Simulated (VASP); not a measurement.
**Y: single point with PBEsol**

Y:

```
Y
1.0
     0.00000    2.40633    2.40633
     2.40633    0.00000    2.40633
     2.40633    2.40633    0.00000
Y
1
Cartesian
  0.0000 0.0000 0.0000
```

```yaml
Program: VASP 6.6.1
Task: single point
Functional: PBEsol
Potentials_or_basis: VASP PAW PBE potentials, release 64 (Y_sv)
Cutoff: 520 eV
k_mesh: 10 × 10 × 10
Occupations: fermi-dirac, width 0.1 eV
Spin: no spin polarisation
Dipole_correction: no
Further_INCAR_settings: ALGO = Normal; EDIFF = 1e-07; NBANDS = 12
```

```yaml
Pressure: 4.8 GPa
```

Levels at points of the mesh, in eV from the Fermi level:
```tsv
k point	band 1	band 2	band 3	band 4	band 5	band 6	band 7	band 8	band 9	band 10
(0.00, 0.00, 0.00)	-42.23	-21.79	-21.79	-21.79	-4.97	1.94	1.94	1.94	4.37	4.37
(0.50, 0.00, 0.00)	-42.10	-22.74	-21.91	-21.91	-2.19	1.18	1.72	1.72	6.16	6.16
(0.50, 0.50, 0.00)	-42.06	-22.68	-22.13	-22.13	-2.13	-1.19	2.88	6.18	6.68	6.68
```

Wall time 26 s on 1 thread of AMD EPYC 7R43 64-Core Processor (Zen 3), with other jobs on the host, peak memory 0.14 GiB.

Caveat: the PAW data sets were made with another functional, which shifts forces and pressure a little.
